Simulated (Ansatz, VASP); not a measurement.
Two plane-wave programs on CdSe

POSCAR

```
CdSe
1.0
    0.0000000000      3.0677809647      3.0677809647
    3.0677809647      0.0000000000      3.0677809647
    3.0677809647      3.0677809647      0.0000000000
Cd Se
1 1
Direct
    0.0000000000      0.0000000000      0.0000000000
    0.2500000000      0.2500000000      0.2500000000
```

Contents of INCAR.step1:

```
PREC = Accurate
ENCUT = 520
EDIFF = 1E-5
ISMEAR = 0
SIGMA = 0.01
LREAL = F
LASPH = T
NELM = 60
ALGO = Normal
ISIF = 2
LWAVE = T
LCHARG = F
GGA = PE
NBANDS = 16
```

Contents of INCAR.step2:

```
PREC = Accurate
ENCUT = 520
EDIFF = 1E-6
ISMEAR = 0
SIGMA = 0.01
LREAL = F
LASPH = T
NELM = 60
ALGO = Normal
ISIF = 2
LWAVE = F
LCHARG = F
GGA = PE
LHFCALC = T
HFSCREEN = 0.2079
PRECFOCK = Normal
ISTART = 1
NBANDS = 16
```

KPOINTS

```
Automatic mesh
0
Gamma
  5 5 5
```

Input for Ansatz:

```yaml
crystal:
  lattice:
    - [0.0, 3.0677809647, 3.0677809647]
    - [3.0677809647, 0.0, 3.0677809647]
    - [3.0677809647, 3.0677809647, 0.0]
  atoms:
    - { symbol: Cd, position: [0.0, 0.0, 0.0] }
    - { symbol: Se, position: [0.25, 0.25, 0.25] }
kpoints:
  mp_grid: { grid: [5, 5, 5] }
hamiltonian:
  xc: hse06
scf:
  occupations: { method: fixed }
  n_extra_bands: 4
output:
  forces: true
  stress: true
  eigenvalues: true
```

Alike in both runs: task single point; functional HSE06; k mesh 5 × 5 × 5; no spin polarisation.

|  | VASP | Ansatz |
| --- | --- | --- |
| version | VASP 6.6.1 | Ansatz 0.2.0 |
| potentials or method | VASP PAW PBE potentials, release 64 (Cd, Se) | plane waves |
| plane-wave cutoff (eV) | 520 | 420 |
| occupations | gaussian, width 0.01 eV | fixed |
| valence electrons in the cell | 18 | 36 |

VASP gave:

| Item | Value |
| --- | --- |
| gap on the k mesh at the Fermi level (eV) | 1.49 |
| pressure (GPa) | 0.4 |

**Question.** Which values does Ansatz return?

**Answer.** gap on the k mesh at the Fermi level (eV): 1.49; pressure (GPa): 0.2.

VASP's potentials hold 18 valence electrons a cell and Ansatz's 36, so a difference there can come from the potentials and not from the codes. Ansatz's warnings: stress exchange threshold loose, stress scf threshold loose.
